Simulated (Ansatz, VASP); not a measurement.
**GaSe in VASP and in Ansatz**

```
Ga Se
1.0
     3.71440    0.00000    0.00000
    -1.85720    3.21676    0.00000
     0.00000    0.00000   15.71920
Ga Se
4 4
Cartesian
  0.0000 2.1445 2.7279
  1.8572 1.0723 10.5875
  0.0000 2.1445 5.1317
  1.8572 1.0723 12.9913
  0.0000 2.1445 9.4268
  1.8572 1.0723 1.5672
  0.0000 2.1445 14.1520
  1.8572 1.0723 6.2924
```

Alike in both runs: functional LDA; k mesh 6 × 6 × 2; no spin polarisation.

Ansatz relaxed the structure, and its values are those at the end. VASP's run is a single point on that final structure, the one shown.

```csv
,VASP,Ansatz
version,VASP 6.6.1,Ansatz 0.2.0
potentials or method,"VASP PAW LDA potentials, release 64 (Ga_d, Se), cutoff 500 eV","plane waves, PAW"
occupations,"gaussian, width 0.01 eV",fixed
valence electrons in the cell,76,116
```

|  | VASP | Ansatz | Ansatz less VASP |
| --- | --- | --- | --- |
| pressure (GPa) | 0.3 | 0.0 | -0.28 |
| rms of the force components (eV/Å) | 0.018 | 0.001 | -0.0172 |

LDA's correlation is that of Perdew and Zunger in VASP and of Perdew and Wang (1992) in Ansatz. VASP's potentials hold 76 valence electrons a cell and Ansatz's 116, so a difference there can come from the potentials and not from the codes.
